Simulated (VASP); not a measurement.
# Be4ZnSe (P6/mmm) in VASP: notebook

The runs below take Be4ZnSe through single point, relaxation of cell and atoms, with PBE.

Everything below comes from runs of VASP 6.6.1. Logs are shortened: lines on timing, memory, paths and dates and some standing lists are left out, and cuts for length are marked.

## (1) The cell of the first run

The structure is hexagonal, space group P6/mmm (No. 191). Conventional cell: a = 4.727 Å, b = 4.727 Å, c = 7.551 Å, α = 90.00°, β = 90.00°, γ = 120.00°. Be (site symmetry 2mm) has 6 Be at 2.20 to 2.36 Å and 2 Zn at 2.46 Å and 2 Se at 2.93 Å within 3.0 Å. Be (site symmetry -6m2) has 9 Be at 2.20 to 2.73 Å and 3 Se at 2.73 Å within 2.9 Å. Zn (site symmetry -6m2) has 6 Be at 2.46 Å and 3 Zn at 2.73 Å and 3 Se at 2.73 Å within 3.3 Å. Within 3.6 Å of Se (site symmetry 6/mmm) lie 18 Be at 2.73 to 2.93 Å. Se (site symmetry 6/mmm) has 6 Zn at 2.73 Å and 12 Be at 3.13 Å within 3.6 Å.

## (2) Single point, PBE

File INCAR:

```
PREC = Accurate
ENCUT = 600
EDIFF = 1E-6
ISMEAR = 0
SIGMA = 0.2
LREAL = F
LASPH = T
NELM = 120
ALGO = Normal
ISIF = 2
LWAVE = F
LCHARG = T
GGA = PE
LELF = T
LVHAR = T
NBANDS = 38
GGA_COMPAT = F
```

File KPOINTS:

```
regular mesh
0
Gamma
  4 4 3
```

File POSCAR:

```
Be4ZnSe
1.0
    4.7270372142      0.0000000000      0.0000000000
   -2.3635186071      4.0937343121      0.0000000000
    0.0000000000      0.0000000000      7.5508963060
Be Zn Se
8 2 2
Direct
    0.5000000000      0.5000000000      0.7715097852
    0.5000000000      0.0000000000      0.7715097852
    0.0000000000      0.5000000000      0.7715097852
    0.5000000000      0.0000000000      0.2284902148
    0.5000000000      0.5000000000      0.2284902148
    0.0000000000      0.5000000000      0.2284902148
    0.3333333333      0.6666666667      0.0000000000
    0.6666666667      0.3333333333      0.0000000000
    0.3333333333      0.6666666667      0.5000000000
    0.6666666667      0.3333333333      0.5000000000
    0.0000000000      0.0000000000      0.0000000000
    0.0000000000      0.0000000000      0.5000000000
```

Potentials or basis: VASP PAW PBE potentials, release 64 (Be, Zn, Se).

Launch:

```console
$ cat potpaw_PBE.64/Be/POTCAR potpaw_PBE.64/Zn/POTCAR potpaw_PBE.64/Se/POTCAR > POTCAR
$ mpirun -np 1 vasp_std > vasp.out
```

OUTCAR:

```text
PREC = Accurate
   ENCUT = 600
   EDIFF = 1E-6
   ISMEAR = 0
   LREAL = F
   LASPH = T
   NELM = 120
   ISIF = 2
   GGA = PE

 ion  position               nearest neighbor table
   1  0.500  0.500  0.772-   7 2.20   8 2.20   2 2.36   2 2.36   3 2.36   3 2.36   9 2.46  10 2.46

   2  0.500  0.000  0.772-   7 2.20   8 2.20   1 2.36   3 2.36   1 2.36   3 2.36   9 2.46  10 2.46

   3  0.000  0.500  0.772-   7 2.20   8 2.20   2 2.36   2 2.36   1 2.36   1 2.36   9 2.46  10 2.46

   4  0.500  0.000  0.228-   7 2.20   8 2.20   5 2.36   6 2.36   5 2.36   6 2.36   9 2.46  10 2.46

   5  0.500  0.500  0.228-   7 2.20   8 2.20   4 2.36   4 2.36   6 2.36   6 2.36   9 2.46  10 2.46

   6  0.000  0.500  0.228-   7 2.20   8 2.20   4 2.36   4 2.36   5 2.36   5 2.36   9 2.46  10 2.46

   7  0.333  0.667  0.000-   2 2.20   4 2.20   3 2.20   6 2.20   5 2.20   1 2.20
   8  0.667  0.333  0.000-   2 2.20   4 2.20   3 2.20   6 2.20   5 2.20   1 2.20
   9  0.333  0.667  0.500-   2 2.46   4 2.46   3 2.46   6 2.46   5 2.46   1 2.46  10 2.73  12 2.73
                            10 2.73  12 2.73  12 2.73  10 2.73
  10  0.667  0.333  0.500-   2 2.46   4 2.46   3 2.46   6 2.46   5 2.46   1 2.46   9 2.73  12 2.73
                             9 2.73  12 2.73  12 2.73   9 2.73
  11  0.000  0.000  0.000-
  12  0.000  0.000  0.500-   9 2.73  10 2.73   9 2.73  10 2.73  10 2.73   9 2.73

  LATTYP: Found a hexagonal cell.
 ALAT       =     4.7270372142
 C/A-ratio  =     1.5973845696

  Lattice vectors:

 A1 = (   4.7270372142,   0.0000000000,   0.0000000000)
 A2 = (  -2.3635186071,   4.0937343121,   0.0000000000)
 A3 = (   0.0000000000,   0.0000000000,   7.5508963060)

Analysis of symmetry for initial positions (statically):
=====================================================================
 Subroutine PRICEL returns:
 Original cell was already a primitive cell.

 Routine SETGRP: Setting up the symmetry group for a
 hexagonal supercell.

 Subroutine GETGRP returns: Found 24 space group operations
 (whereof 24 operations were pure point group operations)
 out of a pool of 24 trial point group operations.

The static configuration has the point symmetry D_6h.

Analysis of symmetry for dynamics (positions and initial velocities):
=====================================================================
 Subroutine PRICEL returns:
 Original cell was already a primitive cell.

 Routine SETGRP: Setting up the symmetry group for a
 hexagonal supercell.

 Subroutine GETGRP returns: Found 24 space group operations
 (whereof 24 operations were pure point group operations)
 out of a pool of 24 trial point group operations.

The dynamic configuration has the point symmetry D_6h.

 Subroutine INISYM returns: Found 24 space group operations
 (whereof 24 operations are pure point group operations),
 and found     1 'primitive' translations

----------------------------------------------------------------------------------------

                                     Primitive cell

  volume of cell :     146.1192

  direct lattice vectors                    reciprocal lattice vectors
     4.727037214  0.000000000  0.000000000     0.211549001  0.122137873  0.000000000
    -2.363518607  4.093734312  0.000000000     0.000000000  0.244275745  0.000000000
     0.000000000  0.000000000  7.550896306     0.000000000  0.000000000  0.132434609

  length of vectors
     4.727037214  4.727037214  7.550896306     0.244275745  0.244275745  0.132434609

  position of ions in fractional coordinates (direct lattice)
     0.500000000  0.500000000  0.771509785
     0.500000000  0.000000000  0.771509785
     1.000000000  0.500000000  0.771509785
     0.500000000  0.000000000  0.228490215
     0.500000000  0.500000000  0.228490215
     1.000000000  0.500000000  0.228490215
     0.333333333  0.666666667  0.000000000
     0.666666667  0.333333333  0.000000000
     0.333333333  0.666666667  0.500000000
     0.666666667  0.333333333  0.500000000
     0.000000000  0.000000000  0.000000000
     0.000000000  0.000000000  0.500000000

  ion indices of the primitive-cell ions
   primitive index   ion index
                 1           1
                 2           2
                 3           3
                 4           4
                 5           5
                 6           6
                 7           7
                 8           8
                 9           9
                10          10
                11          11
                12          12

----------------------------------------------------------------------------------------

 KPOINTS: regular mesh

Automatic generation of k-mesh.
 Grid dimensions read from file:
 generate k-points for:    4    4    3

 Generating k-lattice:

  Cartesian coordinates                     Fractional coordinates (reciprocal lattice)
     0.052887250  0.030534468  0.000000000     0.250000000 -0.000000000  0.000000000
     0.000000000  0.061068936  0.000000000     0.000000000  0.250000000  0.000000000
     0.000000000  0.000000000  0.044144870     0.000000000  0.000000000  0.333333333

  Length of vectors
     0.061068936  0.061068936  0.044144870

  Shift w.r.t. Gamma in fractional coordinates (k-lattice)
     0.000000000  0.000000000  0.000000000

 Subroutine IBZKPT returns following result:
 ===========================================

 Found      8 irreducible k-points:

 Following reciprocal coordinates:
            Coordinates               Weight
  0.000000  0.000000  0.000000      1.000000
  0.250000 -0.000000  0.000000      6.000000
  0.500000 -0.000000  0.000000      3.000000
  0.250000  0.250000  0.000000      6.000000
  0.000000  0.000000  0.333333      2.000000
  0.250000 -0.000000  0.333333     12.000000
  0.500000 -0.000000  0.333333      6.000000
  0.250000  0.250000  0.333333     12.000000
   k-points           NKPTS =      8   k-points in BZ     NKDIM =      8   number of bands    NBANDS=     38
   number of dos      NEDOS =    301   number of ions     NIONS =     12
   total plane-waves  NPLWV =  96000
   dimension x,y,z NGX =    40 NGY =   40 NGZ =   60
   dimension x,y,z NGXF=    80 NGYF=   80 NGZF=  120
   ions per type =               8   2   2
   NGX,Y,Z   is equivalent  to a cutoff of  14.07, 14.07, 13.21 a.u.
   NGXF,Y,Z  is equivalent  to a cutoff of  28.14, 28.14, 26.42 a.u.
[... 26 lines left out ...]
   EFERMI_NEDOS =   21; number of points for ismear=-14 and -15
   IALGO  =     38    algorithm
   IMIX   =      4    mixing-type and parameters
     AMIX     =   0.40;   BMIX     =  1.00
     AMIX_MAG =   1.60;   BMIX_MAG =  1.00
  volume/ion in A,a.u.               =      12.18        82.17
  Fermi-wavevector in a.u.,A,eV,Ry     =   1.160131  2.192329 18.312122  1.345903
  Thomas-Fermi vector in A             =   2.296716
   LORBIT       =      0    0 simple, 1 ext, 2 COOP (PROOUT), +10 PAW based schemes
   GGA     = PE    functional components
   LHFCALC =     F    Hartree Fock is set to
   AEXX    =    0.0000 exact exchange contribution
   IVDW    =     0    specifies the selected vdW correction
   LEPSILON=     F    determine dielectric tensor
   LRPA    =     F    only Hartree local field effects (RPA)
 non-spin polarized calculation
 Gauss-broadening in eV      SIGMA  =   0.20
  energy-cutoff  :      600.00
  volume of cell :      146.12
 maximum number of plane-waves:      4903
 NGX is ok and might be reduce to    40

 number of electron      52.0000016 magnetization

 Free energy of the ion-electron system (eV)
  ---------------------------------------------------
  ext. energy  EPLUGINS =         0.00000000
  ---------------------------------------------------
  free energy    TOTEN  =       -33.89699319 eV

  energy without entropy =      -33.84160078  energy(sigma->0) =      -33.86929698

 E-fermi :   5.3811     XC(G=0): -10.4949

 val. band max:        5.3655717627   @ k =   0.5000  -0.0000   0.3333
 cond. band min:       5.4916591080   @ k =   0.2500  -0.0000   0.3333
 fundamental gap:      0.1260873453
 Fermi energy:         5.3810681110

 k-point     1 :       0.0000    0.0000    0.0000
  band No.  band energies     occupation
      1      -9.3403      2.00000
      2      -8.8008      2.00000
      3      -2.7971      2.00000
      4      -2.7722      2.00000
      5      -2.7722      2.00000
      6      -2.6865      2.00000
[... 30 lines left out ...]
     37      10.6699      0.00000
     38      10.7180      0.00000

 k-point     2 :       0.2500   -0.0000    0.0000
  band No.  band energies     occupation
      1      -9.1499      2.00000
      2      -8.6529      2.00000
      3      -3.3527      2.00000
      4      -2.7963      2.00000
      5      -2.7651      2.00000
      6      -2.7230      2.00000
[... 30 lines left out ...]
     37       9.7831      0.00000
     38      10.2406      0.00000

 k-point     3 :       0.5000   -0.0000    0.0000
  band No.  band energies     occupation
      1      -8.9348      2.00000
      2      -8.4869      2.00000
      3      -3.8111      2.00000
      4      -2.8361      2.00000
      5      -2.7826      2.00000
      6      -2.7685      2.00000
[... 30 lines left out ...]
     37      10.0836      0.00000
     38      10.1611      0.00000

 k-point     4 :       0.2500    0.2500    0.0000
  band No.  band energies     occupation
      1      -8.9389      2.00000
      2      -8.4894      2.00000
      3      -3.5542      2.00000
      4      -2.8303      2.00000
      5      -2.8028      2.00000
      6      -2.6754      2.00000
[... 30 lines left out ...]
     37      10.9353      0.00000
     38      11.0020      0.00000

 k-point     5 :       0.0000    0.0000    0.3333
  band No.  band energies     occupation
      1      -9.2414      2.00000
      2      -8.9286      2.00000
      3      -2.9457      2.00000
      4      -2.7698      2.00000
      5      -2.7698      2.00000
      6      -2.6134      2.00000
[... 30 lines left out ...]
     37       9.5595      0.00000
     38       9.8039      0.00000

 k-point     6 :       0.2500   -0.0000    0.3333
  band No.  band energies     occupation
      1      -9.0497      2.00000
      2      -8.7785      2.00000
      3      -3.3168      2.00000
      4      -2.7953      2.00000
      5      -2.7638      2.00000
      6      -2.6568      2.00000
[... 30 lines left out ...]
     37      10.0594      0.00000
     38      10.5967      0.00000

 k-point     7 :       0.5000   -0.0000    0.3333
  band No.  band energies     occupation
      1      -8.8361      2.00000
      2      -8.6067      2.00000
      3      -3.6501      2.00000
      4      -2.9160      2.00000
      5      -2.7678      2.00000
      6      -2.7479      2.00000
[... 30 lines left out ...]
     37      10.6200      0.00000
     38      10.7793      0.00000

 k-point     8 :       0.2500    0.2500    0.3333
  band No.  band energies     occupation
      1      -8.8403      2.00000
      2      -8.6092      2.00000
      3      -3.4286      2.00000
      4      -2.7972      2.00000
      5      -2.7837      2.00000
      6      -2.6595      2.00000
[... 30 lines left out ...]
     37      11.3336      0.00000
     38      11.4472      0.00000

------------------------ aborting loop because EDIFF is reached ----------------------------------------

  FORCE on cell =-STRESS in cart. coord.  units (eV):
  Direction    XX          YY          ZZ          XY          YZ          ZX
  --------------------------------------------------------------------------------------
  -------------------------------------------------------------------------------------
  Total        0.2959676      0.2959676      0.1073771      0.0000000      0.0000000     -0.0000000
  in kB        3.2452457      3.2452457      1.1773757      0.0000000      0.0000000     -0.0000000
  external PRESSURE =       2.5559557 kB  Pullay stress =       0.0000000 kB

 VOLUME and BASIS-vectors are now :
 -----------------------------------------------------------------------------
  energy-cutoff  :      600.00
  volume of cell :      146.12
      direct lattice vectors                 reciprocal lattice vectors
     4.727037214  0.000000000  0.000000000     0.211549001  0.122137873  0.000000000
    -2.363518607  4.093734312  0.000000000     0.000000000  0.244275745  0.000000000
     0.000000000  0.000000000  7.550896306     0.000000000  0.000000000  0.132434609

 POSITION                                       TOTAL-FORCE (eV/Angst)
 -----------------------------------------------------------------------------------
      1.18176      2.04687      5.82559        -0.000000     -0.000000     -0.008246
      2.36352      0.00000      5.82559        -0.000000     -0.000000     -0.008246
     -1.18176      2.04687      5.82559        -0.000000     -0.000000     -0.008246
      2.36352      0.00000      1.72531        -0.000000     -0.000000      0.008246
      1.18176      2.04687      1.72531        -0.000000     -0.000000      0.008246
     -1.18176      2.04687      1.72531        -0.000000     -0.000000      0.008246
     -0.00000      2.72916      0.00000        -0.000000     -0.000000     -0.000000
      2.36352      1.36458      0.00000        -0.000000     -0.000000     -0.000000
     -0.00000      2.72916      3.77545        -0.000000      0.000000     -0.000000
      2.36352      1.36458      3.77545         0.000000      0.000000     -0.000000
      0.00000      0.00000      0.00000        -0.000000     -0.000000     -0.000000
      0.00000      0.00000      3.77545        -0.000000     -0.000000     -0.000000
 -----------------------------------------------------------------------------------
    total drift:                               -0.000000     -0.000000      0.000000

  FREE ENERGIE OF THE ION-ELECTRON SYSTEM (eV)
  ---------------------------------------------------
  free  energy   TOTEN  =       -33.8969931851 eV

  energy  without entropy=      -33.8416007832  energy(sigma->0) =      -33.86929698
```

It took 31 s on 1 thread of Intel Xeon 6975P-C (Granite Rapids), shared host; peak memory 0.31 GiB.

What came out:

- Free energy: -33.8970 eV
- Pressure: 0.3 GPa
- Largest force: 0.008 eV/Å
- Band gap on the k mesh: zero (bands 26 and 27 overlap by 1.68 eV)

Forces on the atoms (eV/Å):
```
Be   0.000  0.000 -0.008
Be   0.000  0.000 -0.008
Be   0.000  0.000 -0.008
Be   0.000  0.000  0.008
Be   0.000  0.000  0.008
Be   0.000  0.000  0.008
Be   0.000  0.000  0.000
Be   0.000  0.000  0.000
Zn   0.000  0.000  0.000
Zn   0.000  0.000  0.000
Se   0.000  0.000  0.000
Se   0.000  0.000  0.000
```

Stress tensor (GPa, compression positive):
```
0.32 0.00 0.00
0.00 0.32 0.00
0.00 0.00 0.12
```

Caveat: the k points lie up to 0.38 Å⁻¹ apart, too coarse for converged energies and pressures of a metal.

## (3) Relaxation of cell and atoms, PBE

This run uses another cell than the first one: it holds 6 atoms, not 12.

File INCAR:

```
SYSTEM = Be4ZnSe
PREC     = Accurate       ! precision mode
ENCUT    = 600            ! plane-wave cutoff, eV
EDIFF    = 1E-7           ! SCF threshold, eV
ISMEAR   = 0              ! smearing method
SIGMA    = 0.2            ! smearing width, eV
LREAL    = .FALSE.        ! projectors in reciprocal space
LASPH    = .TRUE.         ! aspherical terms in the spheres
NELM     = 120            ! most SCF steps
ALGO     = Normal         ! electronic algorithm
ISIF     = 3              ! what is computed and relaxed
LWAVE    = .FALSE.        ! write WAVECAR
LCHARG   = .FALSE.        ! write CHGCAR
GGA      = PE             ! functional
IBRION   = 2              ! ionic algorithm
NSW      = 36             ! ionic steps
EDIFFG   = -0.08          ! ionic threshold
GGA_COMPAT= .FALSE.      
NELMIN   = 4
```

File KPOINTS:

```
Automatic mesh
0
G
  6 6 3
  0 0 0
```

File POSCAR:

```
Be4ZnSe
1.0
    3.1883267400      0.0000000000      0.0000000000
   -1.5941633700      2.7611719500      0.0000000000
    0.0000000000      0.0000000000      6.7362022300
Be Zn Se
4 1 1
Direct
    0.3333333300      0.6666666700      0.7438020100
    0.3333333300      0.6666666700      0.2561979900
    0.6666666700      0.3333333300      0.7438020100
    0.6666666700      0.3333333300      0.2561979900
    0.0000000000      0.0000000000      0.5000000000
    0.0000000000      0.0000000000      0.0000000000
```

Potentials or basis: VASP PAW PBE potentials, release 64 (Be, Zn, Se).

Launch:

```console
$ cat potpaw_PBE.64/Be/POTCAR potpaw_PBE.64/Zn/POTCAR potpaw_PBE.64/Se/POTCAR > POTCAR
$ mpirun -np 1 vasp_std > vasp.out
```

Run time: 2.1 min. Hardware: 1 thread of Intel Xeon 6975P-C (Granite Rapids), shared host; peak memory 0.21 GiB.

It converged, with:

- Free energy: -16.7566 eV
- Relaxed volume: 12.26 Å³/atom
- Relaxed cell: a = 3.747 Å, b = 3.747 Å, c = 6.049 Å, α = 90.00°, β = 90.00°, γ = 120.00°
- Space group after relaxing (to 0.1 Å): P6/mmm (No. 191)
- Energy gained by relaxing: 417.3 meV/atom
- Ionic steps: 16
- Pressure after relaxing: -0.4 GPa
- Largest force after relaxing: 0.051 eV/Å
- Band gap on the k mesh: zero (bands 13 and 14 overlap by 2.51 eV)

Forces in eV/Å, atoms in the order of the input:
```
Be   0.000  0.000 -0.051
Be   0.000  0.000  0.051
Be   0.000  0.000 -0.051
Be   0.000  0.000  0.051
Zn   0.000  0.000  0.000
Se   0.000  0.000  0.000
```

The path:
```
step  energy change (eV)  largest force (eV/Å)  pressure (GPa)  volume (Å³)
   1              0.0000                0.1346           30.28        59.30
   2             -1.9218                0.4997           -0.72        76.44
   3             -1.9220                0.5027           -1.02        76.76
   4             -1.9807                0.4778           -0.84        76.21
   5             -2.1292                0.4616           -0.07        74.54
   6             -2.4163                0.3612            2.36        71.07
   7              0.4268                5.3514           26.52        63.61
   8             -2.3567                0.5088            2.62        70.77
   9             -2.1966                0.4723            9.07        67.27
  10             -2.3876                0.4569            3.52        69.93
  11             -2.3713                0.0986            6.14        68.43
  12             -2.4000                0.3507            4.49        69.30
  13             -2.4529                0.1486            3.22        70.38
  14             -2.4670                0.0545            2.33        71.28
  15             -2.4942                0.0012            1.09        72.24
  16             -2.5040                0.0514           -0.37        73.53
```

Final structure:
```
Be Zn Se
1.0
     3.74654    0.00000    0.00000
    -1.87327    3.24460    0.00000
     0.00000    0.00000    6.04888
Be Zn Se
4 1 1
Direct
  0.33333 0.66667 0.69324
  0.33333 0.66667 0.30676
  0.66667 0.33333 0.69324
  0.66667 0.33333 0.30676
  0.00000 0.00000 0.50000
  0.00000 0.00000 0.00000
```

Levels at points of the mesh, in eV from the Fermi level:
| k point | band 11 | band 12 | band 13 | band 14 | band 15 | band 16 |
| --- | --- | --- | --- | --- | --- | --- |
| (0.00, 0.00, 0.00) | -0.04 | 0.65 | 0.65 | 1.28 | 2.53 | 3.15 |
| (0.50, 0.00, 0.00) | -3.68 | -2.28 | -0.32 | 0.78 | 1.06 | 1.84 |

Caveat: the k points lie up to 0.35 Å⁻¹ apart in the final cell, too coarse for converged energies and pressures of a metal; the volume moved by over 15 % at a fixed basis, so the end points are rough; the relaxation stopped at a loose force limit of 0.08 eV/Å, so its end isn't a converged minimum.

The gap in the log of VASP goes by the Fermi energy; the results here count the filled bands.